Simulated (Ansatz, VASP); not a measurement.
# BiTe in VASP and in Ansatz

```
CELL_PARAMETERS angstrom
0.00000 3.25119 3.47878
3.25119 0.00000 3.47878
3.25119 3.25119 0.00000
ATOMIC_POSITIONS crystal
Bi 0.01017 0.01017 0.98983
Te 0.48334 0.48334 0.51666
```

Change from the starting cell: mode 6 frozen in at -0.108 Å, normal strain along z +0.0700.

Alike in both runs: task single point; functional PBE; k mesh 12 × 12 × 12; occupations gaussian, width 0.15 eV; no spin polarisation.

|  | VASP | Ansatz |
| --- | --- | --- |
| version | VASP 6.6.1 | Ansatz 0.2.0 |
| potentials or method | VASP PAW PBE potentials, release 64 (Bi_d, Te), cutoff 520 eV | scalar-relativistic, plane waves, PAW |
| valence electrons in the cell | 21 | 31 |

```csv
,VASP,Ansatz,Ansatz less VASP
gap on the k mesh at the Fermi level (eV),none,none,-
pressure (GPa),-2.1,-2.0,+0.06
"traceless stress, the component that is largest in VASP (GPa)",-2.06,-2.06,-0.008
rms of the force components (eV/Å),0.066,0.066,+0.0001
```

Atom by atom the forces differ by 0.000 eV/Å (rms over components). A gap of «none» marks a metal or a gap that the smearing closes. With one functional, cell and mesh, what is left measures potentials, basis and numerics. VASP's potentials hold 21 valence electrons a cell and Ansatz's 31, so a difference there can come from the potentials and not from the codes.

Spin-orbit coupling is off throughout.
